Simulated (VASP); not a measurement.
# Te2Mo (P6_3/mmc) in VASP: notebook

Runs on Te2Mo. Level: PBE. Tasks: single point.

All numbers are computed with VASP 6.6.1; they aren't measurements. Logs are shortened: lines on timing, memory, paths and dates and some standing lists are left out, and cuts for length are marked.

**Measured values to compare with.**

From “Broadband infrared study of pressure-tunable Fano resonance and metallization transition in 2H-MoTe2”, 2022, pmc:9569381, for a bulk crystal of Te2Mo at 300 K: band gap 0.88 ± 0.05 eV (indirect).

How close the calculation comes is told below.

## 1. The cell of the first run

The structure is hexagonal, space group P6_3/mmc (No. 194). Conventional cell: a = 3.564 Å, b = 3.564 Å, c = 14.157 Å, α = 90.00°, β = 90.00°, γ = 120.00°. Te (site symmetry 3m) has 3 Mo at 2.75 Å and 7 Te at 3.56 to 3.65 Å within 3.7 Å. Within 3.6 Å of Mo (site symmetry -6m2) lie 6 Te at 2.75 Å and 6 Mo at 3.56 Å.

## 2. Single point, PBE

File INCAR:

```
SYSTEM = Te2Mo
ALGO     = Normal         ! electronic algorithm
EDIFF    = 1E-6           ! SCF threshold, eV
ENCUT    = 520            ! plane-wave cutoff, eV
GGA      = PE             ! functional
ISIF     = 2              ! what is computed and relaxed
ISMEAR   = -1             ! smearing method
LASPH    = .TRUE.         ! aspherical terms in the spheres
LCHARG   = .TRUE.         ! write CHGCAR
LELF     = .TRUE.         ! ELF
LREAL    = .FALSE.        ! projectors in reciprocal space
LVHAR    = .TRUE.       
LWAVE    = .FALSE.        ! write WAVECAR
NBANDS   = 35             ! bands
NELM     = 80             ! most SCF steps
PREC     = Accurate       ! precision mode
SIGMA    = 0.05           ! smearing width, eV
```

File KPOINTS:

```
k-points
0
G
  8 8 2
  0 0 0
```

File POSCAR:

```
Te2Mo
1.0
    3.5644974145      0.0000000000      0.0000000000
   -1.7822487073      3.0869457427      0.0000000000
    0.0000000000      0.0000000000     14.1574842452
Te Mo
4 2
Direct
    0.3333333333      0.6666666667      0.6210000000
    0.6666666667      0.3333333333      0.1210000000
    0.3333333333      0.6666666667      0.8790000000
    0.6666666667      0.3333333333      0.3790000000
    0.3333333333      0.6666666667      0.2500000000
    0.6666666667      0.3333333333      0.7500000000
```

Potentials or basis: VASP PAW PBE potentials, release 64 (Te, Mo_sv).

Command:

```console
$ cat potpaw_PBE.64/Te/POTCAR potpaw_PBE.64/Mo_sv/POTCAR > POTCAR
$ mpirun -np 1 vasp_std > vasp.out
```

OUTCAR:

```text
SYSTEM = Te2Mo
   EDIFF = 1E-6
   ENCUT = 520
   GGA = PE
   ISIF = 2
   ISMEAR = -1
   LASPH = .TRUE.
   LREAL = .FALSE.
   NELM = 80
   PREC = Accurate

 ion  position               nearest neighbor table
   1  0.333  0.667  0.621-   6 2.75   6 2.75   6 2.75   3 3.65
   2  0.667  0.333  0.121-   5 2.75   5 2.75   5 2.75   4 3.65
   3  0.333  0.667  0.879-   6 2.75   6 2.75   6 2.75   1 3.65
   4  0.667  0.333  0.379-   5 2.75   5 2.75   5 2.75   2 3.65
   5  0.333  0.667  0.250-   2 2.75   4 2.75   2 2.75   4 2.75   2 2.75   4 2.75
   6  0.667  0.333  0.750-   1 2.75   3 2.75   1 2.75   3 2.75   1 2.75   3 2.75

  LATTYP: Found a hexagonal cell.
 ALAT       =     3.5644974145
 C/A-ratio  =     3.9718037633

  Lattice vectors:

 A1 = (   3.5644974145,   0.0000000000,   0.0000000000)
 A2 = (  -1.7822487073,   3.0869457427,   0.0000000000)
 A3 = (   0.0000000000,   0.0000000000,  14.1574842452)

Analysis of symmetry for initial positions (statically):
=====================================================================
 Subroutine PRICEL returns:
 Original cell was already a primitive cell.

 Routine SETGRP: Setting up the symmetry group for a
 hexagonal supercell.

 Subroutine GETGRP returns: Found 24 space group operations
 (whereof 12 operations were pure point group operations)
 out of a pool of 24 trial point group operations.

The static configuration has the point symmetry D_3d.
 The point group associated with its full space group is D_6h.

Analysis of symmetry for dynamics (positions and initial velocities):
=====================================================================
 Subroutine PRICEL returns:
 Original cell was already a primitive cell.

 Routine SETGRP: Setting up the symmetry group for a
 hexagonal supercell.

 Subroutine GETGRP returns: Found 24 space group operations
 (whereof 12 operations were pure point group operations)
 out of a pool of 24 trial point group operations.

The dynamic configuration has the point symmetry D_3d.
 The point group associated with its full space group is D_6h.

 Subroutine INISYM returns: Found 24 space group operations
 (whereof 12 operations are pure point group operations),
 and found     1 'primitive' translations

----------------------------------------------------------------------------------------

                                     Primitive cell

  volume of cell :     155.7806

  direct lattice vectors                    reciprocal lattice vectors
     3.564497414  0.000000000  0.000000000     0.280544459  0.161972397  0.000000000
    -1.782248707  3.086945743  0.000000000     0.000000000  0.323944793  0.000000000
     0.000000000  0.000000000 14.157484245     0.000000000  0.000000000  0.070634018

  length of vectors
     3.564497414  3.564497787 14.157484245     0.323944827  0.323944793  0.070634018

  position of ions in fractional coordinates (direct lattice)
     0.333333333  0.666666667  0.621000000
     0.666666667  0.333333333  0.121000000
     0.333333333  0.666666667  0.879000000
     0.666666667  0.333333333  0.379000000
     0.333333333  0.666666667  0.250000000
     0.666666667  0.333333333  0.750000000

  ion indices of the primitive-cell ions
   primitive index   ion index
                 1           1
                 2           2
                 3           3
                 4           4
                 5           5
                 6           6

----------------------------------------------------------------------------------------

 KPOINTS: k-points

Automatic generation of k-mesh.
 Grid dimensions read from file:
 generate k-points for:    8    8    2

 Generating k-lattice:

  Cartesian coordinates                     Fractional coordinates (reciprocal lattice)
     0.035068057  0.020246550  0.000000000     0.125000000  0.000000000  0.000000000
     0.000000000  0.040493099  0.000000000     0.000000000  0.125000000  0.000000000
     0.000000000  0.000000000  0.035317009     0.000000000  0.000000000  0.500000000

  Length of vectors
     0.040493103  0.040493099  0.035317009

  Shift w.r.t. Gamma in fractional coordinates (k-lattice)
     0.000000000  0.000000000  0.000000000

 Subroutine IBZKPT returns following result:
 ===========================================

 Found     20 irreducible k-points:

 Following reciprocal coordinates:
            Coordinates               Weight
  0.000000  0.000000  0.000000      1.000000
  0.125000  0.000000  0.000000      6.000000
  0.250000  0.000000  0.000000      6.000000
  0.375000 -0.000000  0.000000      6.000000
  0.500000  0.000000  0.000000      3.000000
  0.125000  0.125000  0.000000      6.000000
[... 12 lines left out ...]
  0.250000  0.250000  0.500000      6.000000
  0.375000  0.250000  0.500000      6.000000
   k-points           NKPTS =     20   k-points in BZ     NKDIM =     20   number of bands    NBANDS=     35
   number of dos      NEDOS =    301   number of ions     NIONS =      6
   total plane-waves  NPLWV =  84672
   dimension x,y,z NGX =    28 NGY =   28 NGZ =  108
   dimension x,y,z NGXF=    56 NGYF=   56 NGZF=  216
   ions per type =               4   2
   NGX,Y,Z   is equivalent  to a cutoff of  13.06, 13.06, 12.68 a.u.
   NGXF,Y,Z  is equivalent  to a cutoff of  26.12, 26.12, 25.36 a.u.
 SYSTEM =  Te2Mo
   PREC   = accura    normal or accurate (medium, high low for compatibility)
   ISTART =      0    job   : 0-new  1-cont  2-samecut
   ICHARG =      2    charge: 1-file 2-atom 10-const
   ISPIN  =      1    spin polarized calculation?
   LNONCOLLINEAR =      F non collinear calculations
   LSORBIT =      F    spin-orbit coupling
   LASPH  =      T    aspherical Exc in radial PAW
   ENCUT  =  520.0 eV  38.22 Ry    6.18 a.u.   6.63  6.63 26.32*2*pi/ulx,y,z
   NELM   =     80;   NELMIN=  2; NELMDL= -5     # of ELM steps
   EDIFF  = 0.1E-05   stopping-criterion for ELM
   LREAL  =      F    real-space projection
   EDIFFG = 0.1E-04   stopping-criterion for IOM
   NSW    =      0    number of steps for IOM
   IBRION =     -1    ionic relax: 0-MD 1-quasi-New 2-CG
   NFREE  =      0    steps in history (QN), initial steepest desc. (CG)
   ISIF   =      2    stress and relaxation
   ISYM   =      2    0-nonsym 1-usesym 2-fastsym
   POTIM  = 0.5000    time-step for ionic-motion
   TEBEG  =    0.0;   TEEND  =   0.0 temperature during run
   PSTRESS=    0.0 pullay stress
   NELECT =      52.0000    total number of electrons
   NUPDOWN=      -1.0000    fix difference up-down
   EMIN   =  10.00;   EMAX   =-10.00  energy-range for DOS
   EFERMI =   0.00;   METHOD = LEGACY
   ISMEAR =    -1;   SIGMA  =   0.05  broadening in eV -4-tet -1-fermi 0-gaus
   EFERMI_NEDOS =   21; number of points for ismear=-14 and -15
   IALGO  =     38    algorithm
   IMIX   =      4    mixing-type and parameters
     AMIX     =   0.40;   BMIX     =  1.00
     AMIX_MAG =   1.60;   BMIX_MAG =  1.00
  volume/ion in A,a.u.               =      25.96       175.21
  Fermi-wavevector in a.u.,A,eV,Ry     =   1.135633  2.146036 17.546933  1.289663
  Thomas-Fermi vector in A             =   2.272338
   LORBIT       =      0    0 simple, 1 ext, 2 COOP (PROOUT), +10 PAW based schemes
   GGA     = PE    functional components
   LHFCALC =     F    Hartree Fock is set to
   AEXX    =    0.0000 exact exchange contribution
   IVDW    =     0    specifies the selected vdW correction
   LEPSILON=     F    determine dielectric tensor
   LRPA    =     F    only Hartree local field effects (RPA)
 non-spin polarized calculation
  energy-cutoff  :      520.00
  volume of cell :      155.78
 maximum number of plane-waves:      4241
 NGX is ok and might be reduce to    28
   NGX = 13   NGY = 13   NGZ = 53

 number of electron      52.0000001 magnetization

 Free energy of the ion-electron system (eV)
  ---------------------------------------------------
  ext. energy  EPLUGINS =         0.00000000
  ---------------------------------------------------
  free energy    TOTEN  =       -36.02261338 eV

  energy without entropy =      -36.02258544  energy(sigma->0) =      -36.02259941

 E-fermi :   7.9981     XC(G=0): -10.2570

 val. band max:        7.6351364475   @ k =   0.0000   0.0000   0.0000
 cond. band min:       8.4415590256   @ k =   0.2500   0.1250   0.0000
 fundamental gap:      0.8064225781
 Fermi energy:         7.9980748921

 k-point     1 :       0.0000    0.0000    0.0000
  band No.  band energies     occupation
      1     -53.2115      2.00000
      2     -53.2114      2.00000
      3     -27.3482      2.00000
      4     -27.3482      2.00000
      5     -27.2484      2.00000
      6     -27.2484      2.00000
[... 27 lines left out ...]
     34      10.8280      0.00000
     35      13.0659      0.00000

 k-point     2 :       0.1250    0.0000    0.0000
  band No.  band energies     occupation
      1     -53.2103      2.00000
      2     -53.2103      2.00000
      3     -27.3447      2.00000
      4     -27.3447      2.00000
      5     -27.2646      2.00000
      6     -27.2646      2.00000
[... 27 lines left out ...]
     34      10.7419      0.00000
     35      13.7449      0.00000

 k-point     3 :       0.2500    0.0000    0.0000
  band No.  band energies     occupation
      1     -53.2075      2.00000
      2     -53.2075      2.00000
      3     -27.3364      2.00000
      4     -27.3363      2.00000
      5     -27.3035      2.00000
      6     -27.3035      2.00000
[... 27 lines left out ...]
     34      11.0696      0.00000
     35      13.6987      0.00000
[... 571 lines left out ...]
 k-point    19 :       0.2500    0.2500    0.5000
  band No.  band energies     occupation
      1     -53.2035      2.00000
      2     -53.2035      2.00000
      3     -27.3378      2.00000
      4     -27.3378      2.00000
      5     -27.3245      2.00000
      6     -27.3245      2.00000
[... 27 lines left out ...]
     34      11.0962      0.00000
     35      12.9096      0.00000

 k-point    20 :       0.3750    0.2500    0.5000
  band No.  band energies     occupation
      1     -53.2027      2.00000
      2     -53.2027      2.00000
      3     -27.3393      2.00000
      4     -27.3393      2.00000
      5     -27.3220      2.00000
      6     -27.3220      2.00000
[... 27 lines left out ...]
     34      11.0636      0.00000
     35      12.4996      0.00000

------------------------ aborting loop because EDIFF is reached ----------------------------------------

  FORCE on cell =-STRESS in cart. coord.  units (eV):
  Direction    XX          YY          ZZ          XY          YZ          ZX
  --------------------------------------------------------------------------------------
  -------------------------------------------------------------------------------------
  Total       -0.8206937     -0.8206939     -1.0046460      0.0000000     -0.0000000      0.0000000
  in kB       -8.4406965     -8.4406988    -10.3326148      0.0000000     -0.0000000      0.0000000
  external PRESSURE =      -9.0713367 kB  Pullay stress =       0.0000000 kB

 VOLUME and BASIS-vectors are now :
 -----------------------------------------------------------------------------
  energy-cutoff  :      520.00
  volume of cell :      155.78
      direct lattice vectors                 reciprocal lattice vectors
     3.564497414  0.000000000  0.000000000     0.280544459  0.161972397  0.000000000
    -1.782248707  3.086945743  0.000000000     0.000000000  0.323944793  0.000000000
     0.000000000  0.000000000 14.157484245     0.000000000  0.000000000  0.070634018

 POSITION                                       TOTAL-FORCE (eV/Angst)
 -----------------------------------------------------------------------------------
     -0.00000      2.05796      8.79180        -0.000000      0.000000      0.327537
      1.78225      1.02898      1.71306         0.000000      0.000000      0.327537
     -0.00000      2.05796     12.44443        -0.000000     -0.000000     -0.327537
      1.78225      1.02898      5.36569         0.000000     -0.000000     -0.327537
     -0.00000      2.05796      3.53937         0.000000     -0.000000      0.000000
      1.78225      1.02898     10.61811         0.000000      0.000000      0.000000
 -----------------------------------------------------------------------------------
    total drift:                               -0.000000      0.000000     -0.000000

  FREE ENERGIE OF THE ION-ELECTRON SYSTEM (eV)
  ---------------------------------------------------
  free  energy   TOTEN  =       -36.0226133782 eV

  energy  without entropy=      -36.0225854425  energy(sigma->0) =      -36.02259941
```

Run time: 87 s. Hardware: 1 thread of Intel Xeon Platinum 8559C (Emerald Rapids), shared host; peak memory 0.31 GiB.

Results:

- Free energy: -36.0226 eV
- Pressure: -0.9 GPa
- Largest force: 0.328 eV/Å
- Band gap on the k mesh: 0.81 eV (least direct gap 1.14 eV)

Forces on the atoms (eV/Å):
```
Te   0.000  0.000  0.328
Te   0.000  0.000  0.328
Te   0.000  0.000 -0.328
Te   0.000  0.000 -0.328
Mo   0.000  0.000  0.000
Mo   0.000  0.000  0.000
```

Levels at points of the mesh, in eV from the valence-band top:
```tsv
k point	band 23	band 24	band 25	band 26	band 27	band 28	band 29	band 30
(0.00, 0.00, 0.00)	-0.96	-0.94	-0.34	0.00	2.77	2.77	2.89	2.89
(0.50, 0.00, 0.00)	-0.93	-0.87	-0.60	-0.33	1.22	1.27	1.42	1.71
(0.00, 0.00, 0.50)	-0.98	-0.98	-0.08	-0.08	2.80	2.80	2.80	2.80
(0.50, 0.00, 0.50)	-0.88	-0.88	-0.47	-0.47	1.24	1.24	1.58	1.58
```

Caveat: spin-orbit coupling is left out, which moves the levels of the heavy elements; this functional lacks dispersion, which binds layers or chains, so the pressure and a relaxed spacing across them are unreliable.

(Part 1 of 2 ends here.)
